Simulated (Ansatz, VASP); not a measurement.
One calculation of Cr, two programs

File INCAR:

```
SYSTEM = Cr
ALGO     = Normal         ! electronic algorithm
EDIFF    = 1E-7           ! SCF threshold, eV
ENCUT    = 520            ! plane-wave cutoff, eV
GGA      = PE             ! functional
ISIF     = 2              ! what is computed and relaxed
ISMEAR   = -1             ! smearing method
ISPIN    = 2              ! spin polarisation
LASPH    = .True.         ! aspherical terms in the spheres
LCHARG   = .True.         ! write CHGCAR
LELF     = .True.         ! ELF
LMAXMIX  = 4              ! l up to which the mixer works
LORBIT   = 11             ! projections on sites
LREAL    = .False.        ! projectors in reciprocal space
LVHAR    = .True.       
LWAVE    = .False.        ! write WAVECAR
MAGMOM   = 4.5            ! initial moments
NBANDS   = 16             ! bands
NELM     = 150            ! most SCF steps
NUPDOWN  = 4.5            ! fixed moment
PREC     = Accurate       ! precision mode
SIGMA    = 0.05           ! smearing width, eV
```

The input KPOINTS:

```
k-points
0
Gamma
  11 11 11
  0 0 0
```

The input POSCAR:

```
Cr
1.0
   -1.4943366600      1.5452007300      1.3932153400
    1.5696721600     -1.4509560800      1.3743061900
    1.4063430800      1.3629625000     -1.2989706900
Cr
1
Direct
    0.0000000000      0.0000000000      0.0000000000
```

File input.yaml:

```yaml
crystal:
  lattice:
    - [-1.49433666, 1.54520073, 1.39321534]
    - [1.56967216, -1.45095608, 1.37430619]
    - [1.40634308, 1.3629625, -1.29897069]
  atoms:
    - { symbol: Cr, position: [0.0, 0.0, 0.0], spin: 4.5 }
hamiltonian:
  xc: pbe
  pseudopotentials: { kind: paw }
magnetization:
  spin_polarized: true
  initial_magnetization: 4.5
  spin_locking: { lock_magnetization: hard }
kpoints:
  mp_grid: { grid: [11, 11, 11] }
scf:
  occupations: { method: fermi_dirac, width: 0.05 }
  lower_state_search: "off"
output:
  forces: true
  stress: true
  eigenvalues: true
```

Alike in both runs: task single point; functional PBE; k mesh 11 × 11 × 11; occupations fermi-dirac, width 0.05 eV; collinear spin; fixed moment 4.5 μB.

|  | VASP | Ansatz |
| --- | --- | --- |
| version | VASP 6.6.1 | Ansatz 0.2.0 |
| potentials or method | VASP PAW PBE potentials, release 64 (Cr_pv) | Ansatz PAW |
| plane-wave cutoff (eV) | 520 | 420 |
| valence electrons in the cell | 12 | 14 |

|  | VASP | Ansatz | Ansatz less VASP |
| --- | --- | --- | --- |
| net moment per atom (μB) | 4.50 | 4.50 | 0.000 |
| size of the moment on the site where the two differ most (μB) | 4.11 | 3.61 | -0.499 |

Site moments also hang on the region over which each program counts them. VASP's potentials hold 12 valence electrons a cell and Ansatz's 14, so a difference there can come from the potentials and not from the codes.
